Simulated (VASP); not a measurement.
Runs of VASP 6.6.1 on SiO2. The structure is that of space group I4_122 (No. 98), or close to it. The cells are those of the table. 

```tsv
level	potentials or basis	cell	k mesh	gap on the mesh (eV)	pressure (GPa)	largest force (eV/Å)
LDA	VASP PAW LDA potentials, release 64 (Si, O)	a = 6.843 Å, angles 131.8, 131.8, 70.5°, 12 atoms	7 × 7 × 7	4.82	0.6	0.06
BLYP+D3(BJ)	VASP PAW PBE potentials, release 64 (Si, O)	a = 6.904 Å, angles 132.2, 132.2, 69.9°, 12 atoms	7 × 7 × 7	4.86	0.7	0.07
PBE	VASP PAW PBE potentials, release 64 (Si, O)	a = 6.939 Å, angles 131.7, 131.7, 70.7°, 12 atoms	5 × 5 × 5	4.84	0.1	0.01
RPBE+D3(BJ)	VASP PAW PBE potentials, release 64 (Si, O)	a = 6.856 Å, angles 131.8, 131.8, 70.5°, 12 atoms	7 × 7 × 7	(c)	-0.3	0.03
PBE	VASP PAW PBE potentials, release 64 (Si, O)	a = 6.939 Å, angles 131.7, 131.7, 70.7°, 12 atoms	9 × 9 × 9	4.84	0.1	0.01
RPBE	VASP PAW PBE potentials, release 64 (Si, O)	a = 6.979 Å, angles 131.6, 131.6, 70.9°, 12 atoms	7 × 7 × 7	4.89	-0.3	0.04
r2SCAN+D3(BJ)	VASP PAW PBE potentials, release 64 (Si, O)	a = 6.861 Å, angles 132.0, 132.0, 70.3°, 12 atoms	7 × 7 × 7	(b)	(a)	0.01
BLYP	VASP PAW PBE potentials, release 64 (Si, O)	a = 6.973 Å, angles 131.7, 131.7, 70.7°, 12 atoms	7 × 7 × 7	4.84	0.7	0.06
PBE	VASP PAW PBE potentials, release 64 (Si, O)	a = 6.939 Å, angles 131.7, 131.7, 70.7°, 12 atoms	4 × 4 × 4	4.84	0.1	0.01
PBE	VASP PAW PBE potentials, release 64 (Si, O)	a = 6.936 Å, angles 131.7, 131.7, 70.8°, 12 atoms	7 × 7 × 7	4.84	0.1	0.01
```

Alike in all rows: task single point; no spin polarisation; cutoff (eV) 520; smearing fermi-dirac 0.05 eV.

**Question.** Fill in the values left out.

**Answer.** (a) 0.2; (b) 5.58; (c) 5.02.

Caveats: the PAW data sets were made with another functional, which shifts forces and pressure a little (some runs).

A k mesh can miss the band edges.
